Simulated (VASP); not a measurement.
Input of a VASP 6.6.1 run:

File INCAR:

```
  PREC = Accurate
  ENCUT = 520
  EDIFF = 1E-7
  ISMEAR = -1
  SIGMA = 0.05
  LREAL = Auto
  LASPH = True
  NELM = 150
  ALGO = Normal
  ISIF = 2
  LWAVE = False
  LCHARG = False
  ISPIN = 2
  MAGMOM = 0 0 0 0 0 0 0 0 0 0 0 0 0 0 0 0 1
  LORBIT = 11
  GGA = PE
  IVDW = 12
  NBANDS = 52
```

The input KPOINTS:

```
Automatic mesh
0
Gamma
  2 2 2
```

The input POSCAR:

```
AlSi16
1.0
    0.0000000000      5.4300000000      5.4300000000
    5.4300000000      0.0000000000      5.4300000000
    5.4300000000      5.4300000000      0.0000000000
Si Al
16 1
Direct
    0.0185359116     -0.0107090239     -0.0170257827
    0.0910313076      0.1559300184      0.1070902394
   -0.0356077348     -0.0002302026      0.5133609576
    0.1367034991      0.1296500921      0.6005340700
   -0.0069429098      0.5308839779     -0.0091712707
    0.1428913444      0.6360957643      0.1194106814
   -0.0039410681      0.4933149171      0.5132044199
    0.1013535912      0.6524585635      0.6108747698
    0.4581491713      0.0222191529      0.0042449355
    0.6401841621      0.1151565378      0.1116758748
    0.5189594843     -0.0345027624      0.4802302026
    0.5929465930      0.1383057090      0.6084162063
    0.5092633517      0.4814180479      0.0399815838
    0.6126795580      0.6354788214      0.1679097606
    0.4923941068      0.5023941068      0.5082320442
    0.6127071823      0.6049171271      0.6491528545
    0.6836648250      0.7570718232      0.8064456722
```

Potentials or basis: VASP PAW PBE potentials, release 64 (Si, Al).

Launch:

```bash
$ cat potpaw_PBE.64/Si/POTCAR potpaw_PBE.64/Al/POTCAR > POTCAR
$ mpirun -np 1 vasp_std > vasp.out
```

Question: What does it give for the largest force?

Answer: 2.850 eV/Å.

Question: Predict the net moment.

Answer: 0.00 μB per cell.

Question: Predict the dispersion energy per atom.

Answer: -0.330 eV.

Question: What does it give for the pressure?

Answer: 3.0 GPa.

Forces on the atoms (eV/Å):
```
Si   0.546 -1.401  0.952
Si   0.891  0.743 -0.784
Si   0.749 -1.284  2.431
Si  -0.662  0.499 -1.198
Si  -0.186  0.297  0.153
Si  -0.116  0.687 -1.823
Si  -0.253 -1.202  0.388
Si  -0.917  2.025 -0.523
Si  -0.014  0.465  0.805
Si  -0.662 -0.109 -0.241
Si   1.185 -0.728  0.092
Si   0.364  0.109  0.111
Si  -0.188 -0.318 -0.178
Si  -0.368 -0.316  0.717
Si   1.466  0.253 -1.874
Si  -0.890  0.537 -0.320
Al  -0.945 -0.256  1.292
```

Caveat: the k points lie up to 0.50 Å⁻¹ apart; the atoms stand as in a frame of molecular dynamics.
